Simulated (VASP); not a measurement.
Here is a VASP 6.6.1 calculation.

File INCAR:

```
SYSTEM = YLuAs2
PREC = Accurate ; ENCUT = 520
EDIFF = 1E-7 ; ISMEAR = -1
SIGMA = 0.02 ; LREAL = .False.
LASPH = .True. ; NELM = 60
ALGO = Normal ; ISIF = 2
LWAVE = .False. ; LCHARG = .True.
GGA = PE ; LELF = .True.
LVHAR = .True. ; NBANDS = 31
```

KPOINTS

```
regular mesh
0
Gamma
  6 6 6
  0 0 0
```

File POSCAR:

```
YLuAs2
1.0
    2.0377118134      1.1764734640      6.6489063717
   -2.0377118134      1.1764734640      6.6489063717
    0.0000000000     -2.3529469280      6.6489063717
Y Lu As
1 1 2
Direct
    1.0000000000      0.0000000000      0.0000000000
    0.5000000000      0.5000000000      0.5000000000
    0.2480702344      0.2480702344      0.2480702344
    0.7519297656      0.7519297656      0.7519297656
```

Potentials or basis: VASP PAW PBE potentials, release 64 (Y_sv, Lu, As).

Command:

```console
$ cat potpaw_PBE.64/Y_sv/POTCAR potpaw_PBE.64/Lu/POTCAR potpaw_PBE.64/As/POTCAR > POTCAR
$ mpirun -np 1 vasp_std > vasp.out
```

(1) Estimate the band gap on the k mesh.

(2) What does it give for the pressure?

(3) Estimate the largest force.

Results:

(1) zero (bands 23 and 24 overlap by 1.00 eV).

(2) 0.2 GPa.

(3) 0.022 eV/Å.

Caveat: spin-orbit coupling is left out, which moves the levels of the heavy elements.
